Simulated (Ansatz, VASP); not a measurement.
## Sb in VASP and in Ansatz

File INCAR:

```
SYSTEM = Sb
PREC = Accurate
ENCUT = 520
EDIFF = 1E-7
ISMEAR = -1
SIGMA = 0.05
LREAL = .False.
LASPH = .True.
NELM = 100
ALGO = Normal
ISIF = 2
LWAVE = .False.
LCHARG = .False.
GGA = PS
NBANDS = 8
```

The input KPOINTS:

```
Automatic mesh
0
Gamma
  19 19 19
  0 0 0
```

The input POSCAR:

```
Sb
1.0
   -1.4598500000      1.4598500000      2.4800000000
    1.4598500000     -1.4598500000      2.4800000000
    1.4598500000      1.4598500000     -2.4800000000
Sb
1
Direct
    0.0000000000      0.0000000000      0.0000000000
```

Input for Ansatz:

```yaml
crystal:
  lattice:
    - [-1.45985, 1.45985, 2.48]
    - [1.45985, -1.45985, 2.48]
    - [1.45985, 1.45985, -2.48]
  atoms:
    - { symbol: Sb, position: [0.0, 0.0, 0.0] }
kpoints:
  mp_grid: { grid: [19, 19, 19] }
  band_path:
    path:
      - [0.0, 0.0, 0.0]
      - [0.0, 0.0, 0.5]
      - [0.25, 0.25, 0.25]
      - [0.0, 0.5, 0.0]
      - [0.0, 0.0, 0.0]
      - [0.5, 0.5, -0.5]
      - [0.3366269683, 0.6633730317, -0.3366269683]
      - [-0.3366269683, 0.3366269683, 0.3366269683]
      - [0.0, 0.0, 0.0]
    npoints: 5
scf:
  occupations: { method: fermi_dirac, width: 0.05 }
hamiltonian:
  xc: pbesol
  pseudopotentials: { kind: all_electron, lapw: { basis_error: 0.00025 } }
output:
  forces: true
  stress: true
  eigenvalues: true
```

Change from the starting cell: equal xx and yy strain of -3 %.

Alike in both runs: task single point; functional PBEsol; k mesh 19 × 19 × 19; occupations fermi-dirac, width 0.05 eV; no spin polarisation.

|  | VASP | Ansatz |
| --- | --- | --- |
| version | VASP 6.6.1 | Ansatz 0.2.0 |
| potentials or method | VASP PAW PBE potentials, release 64 (Sb), cutoff 520 eV | all-electron LAPW, scalar-relativistic |

Ansatz gave:

```
pressure (GPa)                                                : 24.6
traceless stress, the component that is largest in VASP (GPa) : -3.00
```

Estimate VASP's values.

pressure (GPa): 25.0; traceless stress, the component that is largest in VASP (GPa): -3.22.

VASP's potentials were made for PBE, not for PBEsol. Ansatz ran all-electron here, and VASP with PAW potentials.

Neither program's run includes spin-orbit coupling.
